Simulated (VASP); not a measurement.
# Pt in VASP: settings compared

The runs below take Pt through single point, with LDA, PBE.

Everything below comes from runs of VASP 6.6.1. Logs are shortened: lines on timing, memory, paths and dates and some standing lists are left out, and cuts for length are marked.

**1. The cell of the first run**

The structure is cubic, space group Im-3m (No. 229). Conventional cell: a = 3.168 Å, b = 3.168 Å, c = 3.168 Å, α = 90.00°, β = 90.00°, γ = 90.00°. Pt (site symmetry m-3m) has 14 Pt at 2.74 to 3.17 Å within 3.6 Å.

This isn't the form of Pt at room conditions, which is fcc.

**2. Single point, LDA**

File INCAR:

```
ALGO     = Fast           # electronic algorithm
EDIFF    = 1E-6           # SCF threshold, eV
ENCUT    = 520            # plane-wave cutoff, eV
ISIF     = 2              # what is computed and relaxed
ISMEAR   = -1             # smearing method
LASPH    = T              # aspherical terms in the spheres
LCHARG   = F              # write CHGCAR
LREAL    = F              # projectors in reciprocal space
LWAVE    = F              # write WAVECAR
NBANDS   = 11             # bands
NELM     = 80             # most SCF steps
PREC     = Accurate       # precision mode
SIGMA    = 0.1            # smearing width, eV
```

File KPOINTS:

```
k-points
0
Gamma
  10 10 10
```

File POSCAR:

```
Pt
1.0
   -1.5842200000      1.5842200000      1.5842200000
    1.5842200000     -1.5842200000      1.5842200000
    1.5842200000      1.5842200000     -1.5842200000
Pt
1
Direct
    0.0000000000      0.0000000000      0.0000000000
```

Potentials or basis: VASP PAW LDA potentials, release 64 (Pt).

The run is started by

```console
$ cat potpaw_LDA.64/Pt/POTCAR > POTCAR
$ mpirun -np 1 vasp_std > vasp.out
```

OUTCAR:

```text
EDIFF = 1E-6
   ENCUT = 520
   ISIF = 2
   ISMEAR = -1
   LASPH = T
   LREAL = F
   NELM = 80
   PREC = Accurate

 ion  position               nearest neighbor table
   1  0.000  0.000  0.000-

  LATTYP: Found a body centered cubic cell.
 ALAT       =     3.1684400000

  Lattice vectors:

 A1 = (  -1.5842200000,   1.5842200000,   1.5842200000)
 A2 = (   1.5842200000,  -1.5842200000,   1.5842200000)
 A3 = (   1.5842200000,   1.5842200000,  -1.5842200000)

Analysis of symmetry for initial positions (statically):
=====================================================================
 Subroutine PRICEL returns:
 Original cell was already a primitive cell.

 Routine SETGRP: Setting up the symmetry group for a
 body centered cubic supercell.

 Subroutine GETGRP returns: Found 48 space group operations
 (whereof 48 operations were pure point group operations)
 out of a pool of 48 trial point group operations.

The static configuration has the point symmetry O_h .

Analysis of symmetry for dynamics (positions and initial velocities):
=====================================================================
 Subroutine PRICEL returns:
 Original cell was already a primitive cell.

 Routine SETGRP: Setting up the symmetry group for a
 body centered cubic supercell.

 Subroutine GETGRP returns: Found 48 space group operations
 (whereof 48 operations were pure point group operations)
 out of a pool of 48 trial point group operations.

The dynamic configuration has the point symmetry O_h .

 Subroutine INISYM returns: Found 48 space group operations
 (whereof 48 operations are pure point group operations),
 and found     1 'primitive' translations

----------------------------------------------------------------------------------------

                                     Primitive cell

  volume of cell :      15.9040

  direct lattice vectors                    reciprocal lattice vectors
    -1.584220000  1.584220000  1.584220000     0.000000000  0.315612731  0.315612731
     1.584220000 -1.584220000  1.584220000     0.315612731  0.000000000  0.315612731
     1.584220000  1.584220000 -1.584220000     0.315612731  0.315612731  0.000000000

  length of vectors
     2.743949530  2.743949530  2.743949530     0.446343804  0.446343804  0.446343804

  position of ions in fractional coordinates (direct lattice)
     0.000000000  0.000000000  0.000000000

  ion indices of the primitive-cell ions
   primitive index   ion index
                 1           1

----------------------------------------------------------------------------------------

 KPOINTS: k-points

Automatic generation of k-mesh.
 Grid dimensions read from file:
 generate k-points for:   10   10   10

 Generating k-lattice:

  Cartesian coordinates                     Fractional coordinates (reciprocal lattice)
     0.000000000  0.031561273  0.031561273     0.100000000  0.000000000  0.000000000
     0.031561273  0.000000000  0.031561273     0.000000000  0.100000000  0.000000000
     0.031561273  0.031561273  0.000000000     0.000000000  0.000000000  0.100000000

  Length of vectors
     0.044634380  0.044634380  0.044634380

  Shift w.r.t. Gamma in fractional coordinates (k-lattice)
     0.000000000  0.000000000  0.000000000

 Subroutine IBZKPT returns following result:
 ===========================================

 Found     47 irreducible k-points:

 Following reciprocal coordinates:
            Coordinates               Weight
  0.000000  0.000000  0.000000      1.000000
  0.100000  0.000000  0.000000     12.000000
  0.200000  0.000000  0.000000     12.000000
  0.300000  0.000000  0.000000     12.000000
  0.400000  0.000000  0.000000     12.000000
  0.500000  0.000000  0.000000      6.000000
[... 16 lines left out ...]
  0.300000  0.300000  0.100000      8.000000
 -0.300000  0.300000  0.100000     24.000000
 [... further k-points ...]
   k-points           NKPTS =     47   k-points in BZ     NKDIM =     47   number of bands    NBANDS=     11
   number of dos      NEDOS =    301   number of ions     NIONS =      1
   total plane-waves  NPLWV =   8000
   dimension x,y,z NGX =    20 NGY =   20 NGZ =   20
   dimension x,y,z NGXF=    40 NGYF=   40 NGZF=   40
   ions per type =               1
   NGX,Y,Z   is equivalent  to a cutoff of  12.12, 12.12, 12.12 a.u.
   NGXF,Y,Z  is equivalent  to a cutoff of  24.23, 24.23, 24.23 a.u.
 SYSTEM =  unknown system
   PREC   = accura    normal or accurate (medium, high low for compatibility)
   ISTART =      0    job   : 0-new  1-cont  2-samecut
   ICHARG =      2    charge: 1-file 2-atom 10-const
   ISPIN  =      1    spin polarized calculation?
   LNONCOLLINEAR =      F non collinear calculations
   LSORBIT =      F    spin-orbit coupling
   LASPH  =      T    aspherical Exc in radial PAW
   ENCUT  =  520.0 eV  38.22 Ry    6.18 a.u.   5.10  5.10  5.10*2*pi/ulx,y,z
   NELM   =     80;   NELMIN=  2; NELMDL= -5     # of ELM steps
   EDIFF  = 0.1E-05   stopping-criterion for ELM
   LREAL  =      F    real-space projection
   EDIFFG = 0.1E-04   stopping-criterion for IOM
   NSW    =      0    number of steps for IOM
   IBRION =     -1    ionic relax: 0-MD 1-quasi-New 2-CG
   NFREE  =      0    steps in history (QN), initial steepest desc. (CG)
   ISIF   =      2    stress and relaxation
   ISYM   =      2    0-nonsym 1-usesym 2-fastsym
   POTIM  = 0.5000    time-step for ionic-motion
   TEBEG  =    0.0;   TEEND  =   0.0 temperature during run
   PSTRESS=    0.0 pullay stress
   NELECT =      10.0000    total number of electrons
   NUPDOWN=      -1.0000    fix difference up-down
   EMIN   =  10.00;   EMAX   =-10.00  energy-range for DOS
   EFERMI =   0.00;   METHOD = LEGACY
   ISMEAR =    -1;   SIGMA  =   0.10  broadening in eV -4-tet -1-fermi 0-gaus
   EFERMI_NEDOS =   21; number of points for ismear=-14 and -15
   IALGO  =     68    algorithm
   IMIX   =      4    mixing-type and parameters
     AMIX     =   0.40;   BMIX     =  1.00
     AMIX_MAG =   1.60;   BMIX_MAG =  1.00
  volume/ion in A,a.u.               =      15.90       107.33
  Fermi-wavevector in a.u.,A,eV,Ry     =   1.402510  2.650360 26.763132  1.967035
  Thomas-Fermi vector in A             =   2.525265
   LORBIT       =      0    0 simple, 1 ext, 2 COOP (PROOUT), +10 PAW based schemes
   GGA     = CA    functional components
   LHFCALC =     F    Hartree Fock is set to
   AEXX    =    0.0000 exact exchange contribution
   IVDW    =     0    specifies the selected vdW correction
   LEPSILON=     F    determine dielectric tensor
   LRPA    =     F    only Hartree local field effects (RPA)
 non-spin polarized calculation
 RMM-DIIS sequential band-by-band and
  energy-cutoff  :      520.00
  volume of cell :       15.90
 maximum number of plane-waves:       445
   NGX = 11   NGY = 11   NGZ = 11

 number of electron      10.0000000 magnetization

 Free energy of the ion-electron system (eV)
  ---------------------------------------------------
  ext. energy  EPLUGINS =         0.00000000
  ---------------------------------------------------
  free energy    TOTEN  =        -7.35957868 eV

  energy without entropy =       -7.32966015  energy(sigma->0) =       -7.34461941

 E-fermi :  10.0308     XC(G=0): -13.3754

 val. band max:        9.9823973351   @ k =  -0.4000   0.4000   0.4000
 cond. band min:      10.0578789307   @ k =  -0.3000   0.3000   0.2000
 fundamental gap:      0.0754815956
 Fermi energy:        10.0308184121

 k-point     1 :       0.0000    0.0000    0.0000
  band No.  band energies     occupation
      1       0.4794      2.00000
      2       6.4653      2.00000
      3       6.4653      2.00000
      4       6.4653      2.00000
      5       8.9829      1.99994
      6       8.9830      1.99994
      7      27.0052      0.00000
      8      27.0052      0.00000
      9      27.0052      0.00000
     10      37.0264      0.00000
     11      37.0450      0.00000

 k-point     2 :       0.1000    0.0000    0.0000
  band No.  band energies     occupation
      1       0.8792      2.00000
      2       6.3118      2.00000
      3       6.4624      2.00000
      4       6.7866      2.00000
      5       8.7973      1.99999
      6       8.9944      1.99994
      7      27.1510      0.00000
      8      27.2478      0.00000
      9      27.5937      0.00000
     10      33.7198      0.00000
     11      34.0639      0.00000

 k-point     3 :       0.2000    0.0000    0.0000
  band No.  band energies     occupation
      1       1.9482      2.00000
      2       5.9318      2.00000
      3       6.4379      2.00000
      4       7.7001      2.00000
      5       8.5537      2.00000
      6       9.0418      1.99990
      7      26.1101      0.00000
      8      26.7027      0.00000
      9      29.2289      0.00000
     10      32.1189      0.00000
     11      32.5208      0.00000

 k-point     4 :       0.3000    0.0000    0.0000
  band No.  band energies     occupation
      1       3.0780      2.00000
      2       5.4994      2.00000
      3       6.8516      2.00000
      4       8.6221      2.00000
      5       9.0280      1.99991
      6       9.1379      1.99974
      7      22.3149      0.00000
      8      25.0912      0.00000
      9      29.5994      0.00000
     10      31.5422      0.00000
     11      32.8983      0.00000

 k-point     5 :       0.4000    0.0000    0.0000
  band No.  band energies     occupation
      1       3.4222      2.00000
      2       5.1748      2.00000
      3       8.3761      2.00000
      4       9.0373      1.99990
      5       9.2494      1.99919
      6      10.3618      0.07044
      7      18.3302      0.00000
      8      23.6913      0.00000
      9      26.7771      0.00000
     10      33.7853      0.00000
     11      33.8528      0.00000
[... 211 lines left out ...]
 k-point    21 :       0.3000    0.2000    0.1000
  band No.  band energies     occupation
      1       4.6764      2.00000
      2       5.3429      2.00000
      3       6.7177      2.00000
      4       9.1087      1.99980
      5       9.3388      1.99803
      6      14.5547      0.00000
      7      16.5275      0.00000
      8      20.7148      0.00000
      9      23.2655      0.00000
     10      33.3722      0.00000
     11      35.2252      0.00000

 k-point    22 :      -0.2000    0.2000    0.1000
  band No.  band energies     occupation
      1       2.3229      2.00000
      2       6.2252      2.00000
      3       6.5083      2.00000
      4       7.6119      2.00000
      5       7.9149      2.00000
      6       9.3654      1.99743
      7      26.2107      0.00000
      8      26.9079      0.00000
      9      29.1936      0.00000
     10      30.3280      0.00000
     11      33.1667      0.00000

 k-point    23 :       0.3000    0.3000    0.1000
  band No.  band energies     occupation
      1       4.7788      2.00000
      2       6.0793      2.00000
      3       6.0793      2.00000
      4       9.2766      1.99894
      5       9.2766      1.99894
      6      14.9954      0.00000
      7      17.9486      0.00000
      8      17.9486      0.00000
      9      23.2778      0.00000
     10      34.2799      0.00000
     11      34.2799      0.00000

 k-point    24 :      -0.3000    0.3000    0.1000
  band No.  band energies     occupation
      1       3.4415      2.00000
      2       5.8210      2.00000
      3       6.5902      2.00000
      4       8.1360      2.00000
      5       8.9457      1.99996
      6       9.5344      1.98613
      7      22.4186      0.00000
      8      25.5859      0.00000
      9      28.3165      0.00000
     10      31.7788      0.00000
     11      32.9708      0.00000

 [... further k-points ...]

------------------------ aborting loop because EDIFF is reached ----------------------------------------

  FORCE on cell =-STRESS in cart. coord.  units (eV):
  Direction    XX          YY          ZZ          XY          YZ          ZX
  --------------------------------------------------------------------------------------
  -------------------------------------------------------------------------------------
  Total       -1.4991330     -1.4991330     -1.4991330     -0.0000000     -0.0000000      0.0000000
  in kB     -151.0234148   -151.0234148   -151.0234148     -0.0000000     -0.0000000      0.0000000
  external PRESSURE =    -151.0234148 kB  Pullay stress =       0.0000000 kB

 VOLUME and BASIS-vectors are now :
 -----------------------------------------------------------------------------
  energy-cutoff  :      520.00
  volume of cell :       15.90
      direct lattice vectors                 reciprocal lattice vectors
    -1.584220000  1.584220000  1.584220000     0.000000000  0.315612731  0.315612731
     1.584220000 -1.584220000  1.584220000     0.315612731  0.000000000  0.315612731
     1.584220000  1.584220000 -1.584220000     0.315612731  0.315612731  0.000000000

 POSITION                                       TOTAL-FORCE (eV/Angst)
 -----------------------------------------------------------------------------------
      0.00000      0.00000      0.00000         0.000000      0.000000     -0.000000
 -----------------------------------------------------------------------------------
    total drift:                                0.000000     -0.000000      0.000000

  FREE ENERGIE OF THE ION-ELECTRON SYSTEM (eV)
  ---------------------------------------------------
  free  energy   TOTEN  =        -7.3595786770 eV

  energy  without entropy=       -7.3296601509  energy(sigma->0) =       -7.34461941
```

Wall time 13 s (1 thread of Intel Xeon 8259CL, shared host); peak memory 0.12 GiB.

What came out:

- Free energy: -7.3596 eV
- Pressure: -15.1 GPa
- Band gap on the k mesh: zero (bands 5 and 6 overlap by 2.07 eV)

Caveat: the cell stands under tension; spin-orbit coupling is left out, which moves the levels of the heavy elements.

**3. Single point, PBE**

File INCAR:

```
PREC = Accurate
ENCUT = 520
EDIFF = 1E-7
ISMEAR = 1
SIGMA = 0.1
LREAL = False
LASPH = True
NELM = 100
ALGO = Normal
ISIF = 2
LWAVE = False
LCHARG = False
GGA = PE
NBANDS = 11
```

File KPOINTS:

```
Automatic mesh
0
Gamma
  8 8 9
```

File POSCAR:

```
Pt
1.0
   -1.5179230000      1.6125670000      1.5726580000
    1.5843750000     -1.5912150000      1.6177570000
    1.5235780000      1.5968700000     -1.5513060000
Pt
1
Direct
   -0.0123120000     -0.0088610000     -0.0124860000
```

Potentials or basis: VASP PAW PBE potentials, release 64 (Pt).

The run is started by

```console
$ cat potpaw_PBE.64/Pt/POTCAR > POTCAR
$ mpirun -np 1 vasp_std > vasp.out
```

It took 57 s on 1 thread of Intel Xeon 8259CL, shared host; peak memory 0.17 GiB.

Results (log left out):

| Property | Result |
| --- | --- |
| Free energy | -5.9594 eV |
| Pressure | -0.6 GPa |
| Band gap on the k mesh | zero (bands 5 and 6 overlap by 1.98 eV) |

Stress tensor (GPa, compression positive):
```
-3.33 -0.26 -5.66
-0.26  1.08 -1.55
-5.66 -1.55  0.46
```

Levels at points of the mesh, in eV from the Fermi level:
| k point | band 2 | band 3 | band 4 | band 5 | band 6 | band 7 | band 8 | band 9 |
| --- | --- | --- | --- | --- | --- | --- | --- | --- |
| (0.00, 0.00, 0.00) | -3.82 | -3.41 | -3.13 | -1.15 | -0.81 | 16.70 | 16.91 | 17.66 |
| (0.50, 0.00, 0.00) | -4.73 | -1.33 | -0.70 | 0.07 | 0.92 | 5.93 | 13.49 | 16.45 |
| (0.00, 0.50, 0.00) | -5.10 | -0.90 | -0.40 | 0.08 | 0.89 | 5.84 | 13.39 | 15.81 |
| (0.50, 0.50, 0.00) | -4.90 | -1.13 | -0.60 | 0.34 | 1.02 | 6.33 | 12.99 | 15.79 |

Caveat: spin-orbit coupling is left out, which moves the levels of the heavy elements.

**4. Single point, PBE, non-collinear spin, zero start, spin-orbit coupling**

File INCAR:

```
ALGO = Normal
EDIFF = 1E-6
ENCUT = 520
GGA = PE
GGA_COMPAT = False
ISIF = 2
ISMEAR = 0
LASPH = True
LCHARG = False
LMAXMIX = 4
LORBIT = 11
LORBMOM = True
LREAL = False
LSORBIT = True
LWAVE = False
MAGMOM = 0 0 0
NBANDS = 21
NELM = 150
PREC = Accurate
SIGMA = 0.025
```

File KPOINTS:

```
k-points
0
Gamma
  10 10 10
```

File POSCAR:

```
Pt
1.0
   -1.5842200000      1.5842200000      1.5842200000
    1.5842200000     -1.5842200000      1.5842200000
    1.5842200000      1.5842200000     -1.5842200000
Pt
1
Direct
    0.0000000000      0.0000000000      0.0000000000
```

Potentials or basis: VASP PAW PBE potentials, release 64 (Pt).

The run is started by

```console
$ cat potpaw_PBE.64/Pt/POTCAR > POTCAR
$ mpirun -np 1 vasp_ncl > vasp.out
```

OUTCAR:

```text
EDIFF = 1E-6
   ENCUT = 520
   GGA = PE
   ISIF = 2
   ISMEAR = 0
   LASPH = True
   LORBIT = 11
   LREAL = False
   LSORBIT = True
   NELM = 150
   PREC = Accurate

 ion  position               nearest neighbor table
   1  0.000  0.000  0.000-

  LATTYP: Found a body centered cubic cell.
 ALAT       =     3.1684400000

  Lattice vectors:

 A1 = (  -1.5842200000,   1.5842200000,   1.5842200000)
 A2 = (   1.5842200000,  -1.5842200000,   1.5842200000)
 A3 = (   1.5842200000,   1.5842200000,  -1.5842200000)

Analysis of symmetry for initial positions (statically):
=====================================================================
 Subroutine PRICEL returns:
 Original cell was already a primitive cell.
[... 821 lines left out ...]
  1         0.000   0.000   0.000
 ----------------------------------------
            0.000   0.000   0.000

 Spin-Orbit-Coupling matrix elements

 Ion:    1  E_soc:     -0.7659579
 l=   1
     0.0000000    -0.0304843    -0.0304843
    -0.0304843     0.0000000    -0.0304843
    -0.0304843    -0.0304843     0.0000000
 l=   2
     0.0000000    -0.0190460     0.0000000    -0.0190460    -0.0781293
    -0.0190460     0.0000000    -0.0585970    -0.0190460    -0.0195323
     0.0000000    -0.0585970     0.0000000    -0.0585970     0.0000000
    -0.0190460    -0.0190460    -0.0585970     0.0000000    -0.0195323
    -0.0781293    -0.0195323     0.0000000    -0.0195323     0.0000000
 l=   3
     0.0000000     0.0000000     0.0000000     0.0000000     0.0000000     0.0000000     0.0000000
     0.0000000     0.0000000     0.0000000     0.0000000     0.0000000     0.0000000     0.0000000
     0.0000000     0.0000000     0.0000000     0.0000000     0.0000000     0.0000000     0.0000000
     0.0000000     0.0000000     0.0000000     0.0000000     0.0000000     0.0000000     0.0000000
     0.0000000     0.0000000     0.0000000     0.0000000     0.0000000     0.0000000     0.0000000
     0.0000000     0.0000000     0.0000000     0.0000000     0.0000000     0.0000000     0.0000000
     0.0000000     0.0000000     0.0000000     0.0000000     0.0000000     0.0000000     0.0000000

 total charge

# of ion       s       p       d       tot
------------------------------------------
    1        0.620   0.549   8.015   9.184

 magnetization (x)

# of ion       s       p       d       tot
------------------------------------------
    1        0.000   0.000   0.000   0.000

 magnetization (y)

# of ion       s       p       d       tot
------------------------------------------
    1       -0.000   0.000   0.000   0.000

 magnetization (z)

# of ion       s       p       d       tot
------------------------------------------
    1       -0.000   0.000   0.000   0.000
```

stdout:

```text
POSCAR found type information on POSCAR Pt
 POSCAR found :  1 types and       1 ions
 scaLAPACK will be used
 LDA part: xc-table for (Slater+PW92), standard interpolation
 POSCAR, INCAR and KPOINTS ok, starting setup
 FFT: planning ... GRIDC
 FFT: planning ... GRID_SOFT
 FFT: planning ... GRID
 WAVECAR not read
 entering main loop
```

It took 43 s on 1 thread of Intel Xeon 8259CL, shared host; peak memory 0.17 GiB.

What came out:

```
Free energy                                           : -6.3854 eV
Pressure                                              : -1.0 GPa
Net moment                                            : 0.00 μB per cell
Valence electrons inside the program's atomic spheres : Pt 9.18
```

Moments on the atoms (μB; x, y, z):
```
Pt  0.00 0.00 0.00
```

[end of part 1 of 2]
